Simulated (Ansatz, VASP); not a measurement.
**Two plane-wave programs on Yb**

File INCAR:

```
PREC     = Accurate       # precision mode
ENCUT    = 520            # plane-wave cutoff, eV
EDIFF    = 1E-7           # SCF threshold, eV
ISMEAR   = 0              # smearing method
SIGMA    = 0.05           # smearing width, eV
LREAL    = False          # projectors in reciprocal space
LASPH    = True           # aspherical terms in the spheres
NELM     = 60             # most SCF steps
ALGO     = Normal         # electronic algorithm
ISIF     = 2              # what is computed and relaxed
LWAVE    = False          # write WAVECAR
LCHARG   = False          # write CHGCAR
GGA      = CA             # functional
NBANDS   = 18             # bands
```

File KPOINTS:

```
regular mesh
0
Gamma
  14 14 14
```

Contents of POSCAR:

```
Yb
1.0
    0.0000000000      2.4619857114      2.4619857114
    2.4619857114      0.0000000000      2.4619857114
    2.4619857114      2.4619857114      0.0000000000
Yb
1
Direct
    0.0000000000      0.0000000000      0.0000000000
```

Input for Ansatz:

```yaml
crystal:
  lattice:
    - [0.0, 2.4619857114, 2.4619857114]
    - [2.4619857114, 0.0, 2.4619857114]
    - [2.4619857114, 2.4619857114, 0.0]
  atoms:
    - { symbol: Yb, position: [0.0, 0.0, 0.0] }
basis:
  ecutwfc: 420
  ecutrho_ratio: 4
kpoints:
  mp_grid: { grid: [14, 14, 14] }
hamiltonian:
  xc: lda
scf:
  occupations: { method: gaussian, width: 0.05 }
output:
  forces: true
  stress: true
  eigenvalues: true
```

Alike in both runs: task single point; functional LDA; k mesh 14 × 14 × 14; occupations gaussian, width 0.05 eV; no spin polarisation.

|  | VASP | Ansatz |
| --- | --- | --- |
| version | VASP 6.6.1 | Ansatz 0.2.0 |
| potentials or method | VASP PAW PBE potentials, release 64 (Yb), cutoff 520 eV | scalar-relativistic, plane waves, PAW |
| valence electrons in the cell | 24 | 24 |

Ansatz gave:

* pressure (GPa): -0.1

Task: Estimate VASP's values.

Result: Pressure (GPa): -0.4.

VASP's potentials were made for PBE, not for LDA. LDA's correlation is that of Perdew and Zunger in VASP and of Perdew and Wang (1992) in Ansatz.

Spin-orbit coupling is off throughout.
